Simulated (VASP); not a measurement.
Write the native input for VASP 6.6.1 that does the following.

```yaml
Task: relaxation of cell and atoms
Functional: PBE
Potentials_or_basis: VASP PAW PBE potentials, release 64 (La)
Cutoff: 600 eV
k_mesh: 7 × 7 × 7
Occupations: fermi-dirac, width 0.05 eV
Spin: no spin polarisation
Target_pressure: 45 GPa
Dipole_correction: no
Further_INCAR_settings: ALGO = Normal; EDIFF = 1e-06; IBRION = 2; EDIFFG = -0.03; NSW = 80; ISIF = 3
```

The structure of La lies in POSCAR:

```
La
1.0
    3.4500000000      0.0000000000      0.0000000000
    0.0000000000      3.4500000000      0.0000000000
    0.0000000000      0.0000000000      3.4500000000
La
1
Direct
    0.0000000000      0.0000000000      0.0000000000
```

The input as run:

INCAR

```
  ALGO = Normal
  EDIFF = 1E-6
  EDIFFG = -0.03
  ENCUT = 600
  GGA = PE
  IBRION = 2
  ISIF = 3
  ISMEAR = -1
  LASPH = True
  LCHARG = False
  LREAL = False
  LWAVE = False
  NELM = 80
  NSW = 80
  PREC = Accurate
  PSTRESS = 450.0
  SIGMA = 0.05
```

KPOINTS

```
k-points
0
Gamma
  7 7 7
```

Potentials or basis: VASP PAW PBE potentials, release 64 (La).

Run with:

```sh
$ cat potpaw_PBE.64/La/POTCAR > POTCAR
$ mpirun -np 1 vasp_std > vasp.out
```

Results of the run:

```
Relaxed volume                                         : 20.74 Å³/atom
Relaxed cell                                           : a = 2.747 Å, b = 2.747 Å, c = 2.747 Å, α = 90.00°, β = 90.00°, γ = 90.00°
Space group after relaxing (to 0.05 Å)                 : Pm-3m (No. 221)
Energy change on relaxing (the enthalpy is what falls) : +1291.6 meV/atom
Ionic steps                                            : 17
Pressure after relaxing                                : 45.0 GPa
```

Caveat: the cell is relaxed towards a set pressure, so the enthalpy falls and the energy may rise; the volume moved by over 15 % at a fixed basis, so the end points are rough.

Wall time 2.6 min on 1 thread of AMD EPYC 7R13 Processor (Zen 3), on a shared host, peak memory 0.29 GiB.
